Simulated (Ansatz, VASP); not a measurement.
**One calculation of TiC, two programs**

```xyz
2
Lattice="0.0000 2.1304 2.1304 2.1304 0.0000 2.1304 2.1304 2.1304 0.0000" Properties=species:S:1:pos:R:3 pbc="T T T"
Ti    0.0000    0.0000    0.0000
C     2.1304    2.1304    2.1304
```

Alike in both runs: task relaxation of cell and atoms; functional LDA; k mesh 16 × 16 × 16; occupations fermi-dirac, width 0.15 eV; no spin polarisation.

```csv
,VASP,Ansatz
version,VASP 6.6.1,Ansatz 0.2.0
potentials or method,"VASP PAW LDA potentials, release 64 (Ti_sv, C), cutoff 600 eV","scalar-relativistic, plane waves, PAW"
valence electrons in the cell,16,16
```

|  | VASP | Ansatz | Ansatz less VASP |
| --- | --- | --- | --- |
| gap on the k mesh at the Fermi level, each at its own relaxed structure (eV) | none | none | - |
| relaxed volume (Å³/atom) | 9.69 | 9.67 | -0.021 |
| relaxed cell length with the largest relative difference (Å) | 3.015 | 3.013 | -0.0022 |

LDA's correlation is that of Perdew and Zunger in VASP and of Perdew and Wang (1992) in Ansatz. A gap of «none» marks a metal or a gap that the smearing closes.
